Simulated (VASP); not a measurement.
# RbIr (CsCl type) (Pm-3m) in VASP: further runs

Runs on RbIr (CsCl type). Level: PBE. Tasks: single point, relaxation of cell and atoms.

Everything below comes from runs of VASP 6.6.1. Logs are shortened: lines on timing, memory, paths and dates and some standing lists are left out, and cuts for length are marked.

## 1. The cell of the first run

It takes space group Pm-3m (No. 221, cubic). The conventional cell has a = 3.808 Å, b = 3.808 Å, c = 3.808 Å, α = 90.00°, β = 90.00°, γ = 90.00°. Rb (site symmetry m-3m) has 8 Ir at 3.30 Å and 6 Rb at 3.81 Å within 4.3 Å. Ir (site symmetry m-3m) has 8 Rb at 3.30 Å and 6 Ir at 3.81 Å within 4.3 Å.

## 2. Single point, PBE

File INCAR:

```
  PREC = Accurate
  ENCUT = 520
  EDIFF = 1E-6
  ISMEAR = -1
  SIGMA = 0.05
  LREAL = F
  LASPH = T
  NELM = 60
  ALGO = Normal
  ISIF = 2
  LWAVE = F
  LCHARG = T
  GGA = PE
  LELF = T
  LVHAR = T
  NBANDS = 16
```

File KPOINTS:

```
Automatic mesh
0
Gamma
  9 9 9
```

File POSCAR:

```
RbIr
1.0
    3.8079190921      0.0000000000      0.0000000000
    0.0000000000      3.8079190921      0.0000000000
    0.0000000000      0.0000000000      3.8079190921
Rb Ir
1 1
Direct
    0.0000000000      0.0000000000      0.0000000000
    0.5000000000      0.5000000000      0.5000000000
```

Potentials or basis: VASP PAW PBE potentials, release 64 (Rb_sv, Ir).

The run is started by

```
> cat potpaw_PBE.64/Rb_sv/POTCAR potpaw_PBE.64/Ir/POTCAR > POTCAR
> mpirun -np 1 vasp_std > vasp.out
```

OUTCAR:

```text
PREC = Accurate
   ENCUT = 520
   EDIFF = 1E-6
   ISMEAR = -1
   LREAL = F
   LASPH = T
   NELM = 60
   ISIF = 2
   GGA = PE

 ion  position               nearest neighbor table
   1  0.000  0.000  0.000-   2 3.30   2 3.30   2 3.30   2 3.30   2 3.30   2 3.30   2 3.30   2 3.30

   2  0.500  0.500  0.500-   1 3.30   1 3.30   1 3.30   1 3.30   1 3.30   1 3.30   1 3.30   1 3.30

  LATTYP: Found a simple cubic cell.
 ALAT       =     3.8079190921

  Lattice vectors:

 A1 = (   3.8079190921,   0.0000000000,   0.0000000000)
 A2 = (   0.0000000000,   3.8079190921,   0.0000000000)
 A3 = (   0.0000000000,   0.0000000000,   3.8079190921)

Analysis of symmetry for initial positions (statically):
=====================================================================
 Subroutine PRICEL returns:
 Original cell was already a primitive cell.

 Routine SETGRP: Setting up the symmetry group for a
 simple cubic supercell.

 Subroutine GETGRP returns: Found 48 space group operations
 (whereof 48 operations were pure point group operations)
 out of a pool of 48 trial point group operations.

The static configuration has the point symmetry O_h .

Analysis of symmetry for dynamics (positions and initial velocities):
=====================================================================
 Subroutine PRICEL returns:
 Original cell was already a primitive cell.

 Routine SETGRP: Setting up the symmetry group for a
 simple cubic supercell.

 Subroutine GETGRP returns: Found 48 space group operations
 (whereof 48 operations were pure point group operations)
 out of a pool of 48 trial point group operations.

The dynamic configuration has the point symmetry O_h .

 Subroutine INISYM returns: Found 48 space group operations
 (whereof 48 operations are pure point group operations),
 and found     1 'primitive' translations

----------------------------------------------------------------------------------------

                                     Primitive cell

  volume of cell :      55.2158

  direct lattice vectors                    reciprocal lattice vectors
     3.807919092  0.000000000  0.000000000     0.262610622  0.000000000  0.000000000
     0.000000000  3.807919092  0.000000000     0.000000000  0.262610622  0.000000000
     0.000000000  0.000000000  3.807919092     0.000000000  0.000000000  0.262610622

  length of vectors
     3.807919092  3.807919092  3.807919092     0.262610622  0.262610622  0.262610622

  position of ions in fractional coordinates (direct lattice)
     0.000000000  0.000000000  0.000000000
     0.500000000  0.500000000  0.500000000

  ion indices of the primitive-cell ions
   primitive index   ion index
                 1           1
                 2           2

----------------------------------------------------------------------------------------

 KPOINTS: Automatic mesh

Automatic generation of k-mesh.
 Grid dimensions read from file:
 generate k-points for:    9    9    9

 Generating k-lattice:

  Cartesian coordinates                     Fractional coordinates (reciprocal lattice)
     0.029178958  0.000000000  0.000000000     0.111111111  0.000000000  0.000000000
     0.000000000  0.029178958  0.000000000     0.000000000  0.111111111  0.000000000
     0.000000000  0.000000000  0.029178958     0.000000000  0.000000000  0.111111111

  Length of vectors
     0.029178958  0.029178958  0.029178958

  Shift w.r.t. Gamma in fractional coordinates (k-lattice)
     0.000000000  0.000000000  0.000000000

 Subroutine IBZKPT returns following result:
 ===========================================

 Found     35 irreducible k-points:

 Following reciprocal coordinates:
            Coordinates               Weight
  0.000000  0.000000  0.000000      1.000000
  0.111111  0.000000  0.000000      6.000000
  0.222222  0.000000  0.000000      6.000000
  0.333333  0.000000  0.000000      6.000000
  0.444444  0.000000  0.000000      6.000000
  0.111111  0.111111  0.000000     12.000000
[... 16 lines left out ...]
  0.333333  0.333333  0.111111     24.000000
  0.444444  0.333333  0.111111     48.000000
 [... further k-points ...]
   k-points           NKPTS =     35   k-points in BZ     NKDIM =     35   number of bands    NBANDS=     16
   number of dos      NEDOS =    301   number of ions     NIONS =      2
   total plane-waves  NPLWV =  21952
   dimension x,y,z NGX =    28 NGY =   28 NGZ =   28
   dimension x,y,z NGXF=    56 NGYF=   56 NGZF=   56
   ions per type =               1   1
   NGX,Y,Z   is equivalent  to a cutoff of  12.22, 12.22, 12.22 a.u.
   NGXF,Y,Z  is equivalent  to a cutoff of  24.45, 24.45, 24.45 a.u.
 SYSTEM =  unknown system
   PREC   = accura    normal or accurate (medium, high low for compatibility)
   ISTART =      0    job   : 0-new  1-cont  2-samecut
   ICHARG =      2    charge: 1-file 2-atom 10-const
   ISPIN  =      1    spin polarized calculation?
   LNONCOLLINEAR =      F non collinear calculations
   LSORBIT =      F    spin-orbit coupling
   LASPH  =      T    aspherical Exc in radial PAW
   ENCUT  =  520.0 eV  38.22 Ry    6.18 a.u.   7.08  7.08  7.08*2*pi/ulx,y,z
   NELM   =     60;   NELMIN=  2; NELMDL= -5     # of ELM steps
   EDIFF  = 0.1E-05   stopping-criterion for ELM
   LREAL  =      F    real-space projection
   EDIFFG = 0.1E-04   stopping-criterion for IOM
   NSW    =      0    number of steps for IOM
   IBRION =     -1    ionic relax: 0-MD 1-quasi-New 2-CG
   NFREE  =      0    steps in history (QN), initial steepest desc. (CG)
   ISIF   =      2    stress and relaxation
   ISYM   =      2    0-nonsym 1-usesym 2-fastsym
   POTIM  = 0.5000    time-step for ionic-motion
   TEBEG  =    0.0;   TEEND  =   0.0 temperature during run
   PSTRESS=    0.0 pullay stress
   NELECT =      18.0000    total number of electrons
   NUPDOWN=      -1.0000    fix difference up-down
   EMIN   =  10.00;   EMAX   =-10.00  energy-range for DOS
   EFERMI =   0.00;   METHOD = LEGACY
   ISMEAR =    -1;   SIGMA  =   0.05  broadening in eV -4-tet -1-fermi 0-gaus
   EFERMI_NEDOS =   21; number of points for ismear=-14 and -15
   IALGO  =     38    algorithm
   IMIX   =      4    mixing-type and parameters
     AMIX     =   0.40;   BMIX     =  1.00
     AMIX_MAG =   1.60;   BMIX_MAG =  1.00
  volume/ion in A,a.u.               =      27.61       186.31
  Fermi-wavevector in a.u.,A,eV,Ry     =   1.126708  2.129169 17.272193  1.269470
  Thomas-Fermi vector in A             =   2.263391
   LORBIT       =      0    0 simple, 1 ext, 2 COOP (PROOUT), +10 PAW based schemes
   GGA     = PE    functional components
[... 5 lines left out ...]
 non-spin polarized calculation
  energy-cutoff  :      520.00
  volume of cell :       55.22
 maximum number of plane-waves:      1503
   NGX = 15   NGY = 15   NGZ = 15

 number of electron      17.9999997 magnetization

 Free energy of the ion-electron system (eV)
  ---------------------------------------------------
  ext. energy  EPLUGINS =         0.00000000
  ---------------------------------------------------
  free energy    TOTEN  =        -5.88573443 eV

  energy without entropy =       -5.82557842  energy(sigma->0) =       -5.85565642

 E-fermi :   1.7824     XC(G=0):  -9.6898

 val. band max:        1.7822740865   @ k =   0.4444   0.3333   0.1111
 cond. band min:       1.7828132789   @ k =   0.3333   0.1111   0.0000
 fundamental gap:      0.0005391924
 Fermi energy:         1.7824049355

 k-point     1 :       0.0000    0.0000    0.0000
  band No.  band energies     occupation
      1     -23.8592      2.00000
      2      -7.7717      2.00000
      3      -7.7717      2.00000
      4      -7.7717      2.00000
      5      -1.5565      2.00000
      6       0.3591      2.00000
[... 8 lines left out ...]
     15      10.4814      0.00000
     16      12.9152      0.00000

 k-point     2 :       0.1111    0.0000    0.0000
  band No.  band energies     occupation
      1     -23.8523      2.00000
      2      -7.8945      2.00000
      3      -7.7671      2.00000
      4      -7.7671      2.00000
      5      -1.3279      2.00000
      6       0.3935      2.00000
[... 8 lines left out ...]
     15      10.1773      0.00000
     16      12.8358      0.00000

 k-point     3 :       0.2222    0.0000    0.0000
  band No.  band energies     occupation
      1     -23.8348      2.00000
      2      -8.1818      2.00000
      3      -7.7555      2.00000
      4      -7.7555      2.00000
      5      -0.7127      2.00000
      6       0.4835      2.00000
[... 8 lines left out ...]
     15      10.4794      0.00000
     16      12.6403      0.00000

 k-point     4 :       0.3333    0.0000    0.0000
  band No.  band energies     occupation
      1     -23.8148      2.00000
      2      -8.4761      2.00000
      3      -7.7423      2.00000
      4      -7.7423      2.00000
      5       0.0901      2.00000
      6       0.5918      2.00000
[... 8 lines left out ...]
     15      11.6412      0.00000
     16      12.4263      0.00000
[... 324 lines left out ...]
 k-point    22 :       0.4444    0.2222    0.1111
  band No.  band energies     occupation
      1     -23.7755      2.00000
      2      -8.5242      2.00000
      3      -8.0174      2.00000
      4      -7.7774      2.00000
      5       0.4931      2.00000
      6       1.0363      2.00000
[... 8 lines left out ...]
     15      11.4778      0.00000
     16      13.6202      0.00000

 k-point    23 :       0.3333    0.3333    0.1111
  band No.  band energies     occupation
      1     -23.7702      2.00000
      2      -8.3318      2.00000
      3      -8.2500      2.00000
      4      -7.7641      2.00000
      5       0.3120      2.00000
      6       0.9825      2.00000
[... 8 lines left out ...]
     15      11.1404      0.00000
     16      13.2521      0.00000

 k-point    24 :       0.4444    0.3333    0.1111
  band No.  band energies     occupation
      1     -23.7588      2.00000
      2      -8.4405      2.00000
      3      -8.2418      2.00000
      4      -7.7426      2.00000
      5       0.2703      2.00000
      6       0.8972      2.00000
[... 8 lines left out ...]
     15      11.3919      0.00000
     16      12.8272      0.00000

 [... further k-points ...]

------------------------ aborting loop because EDIFF is reached ----------------------------------------

  FORCE on cell =-STRESS in cart. coord.  units (eV):
  Direction    XX          YY          ZZ          XY          YZ          ZX
  --------------------------------------------------------------------------------------
  -------------------------------------------------------------------------------------
  Total        0.0352143      0.0352143      0.0352143      0.0000000     -0.0000000      0.0000000
  in kB        1.0218020      1.0218020      1.0218020      0.0000000     -0.0000000      0.0000000
  external PRESSURE =       1.0218020 kB  Pullay stress =       0.0000000 kB

 VOLUME and BASIS-vectors are now :
 -----------------------------------------------------------------------------
  energy-cutoff  :      520.00
  volume of cell :       55.22
      direct lattice vectors                 reciprocal lattice vectors
     3.807919092  0.000000000  0.000000000     0.262610622  0.000000000  0.000000000
     0.000000000  3.807919092  0.000000000     0.000000000  0.262610622  0.000000000
     0.000000000  0.000000000  3.807919092     0.000000000  0.000000000  0.262610622

 POSITION                                       TOTAL-FORCE (eV/Angst)
 -----------------------------------------------------------------------------------
      0.00000      0.00000      0.00000         0.000000      0.000000      0.000000
      1.90396      1.90396      1.90396         0.000000      0.000000      0.000000
 -----------------------------------------------------------------------------------
    total drift:                                0.000000      0.000000      0.000000

  FREE ENERGIE OF THE ION-ELECTRON SYSTEM (eV)
  ---------------------------------------------------
  free  energy   TOTEN  =        -5.8857344280 eV

  energy  without entropy=       -5.8255784200  energy(sigma->0) =       -5.85565642
```

Run time: 17 s. Hardware: 1 thread of Oxide Virtual Turin-like, shared host; peak memory 0.14 GiB.

What came out:

```
Free energy            : -5.8857 eV
Pressure               : 0.1 GPa
Band gap on the k mesh : zero (bands 9 and 10 overlap by 0.63 eV)
```

Caveat: spin-orbit coupling is left out, which moves the levels of the heavy elements.

(Continued in part 2 of 3.)
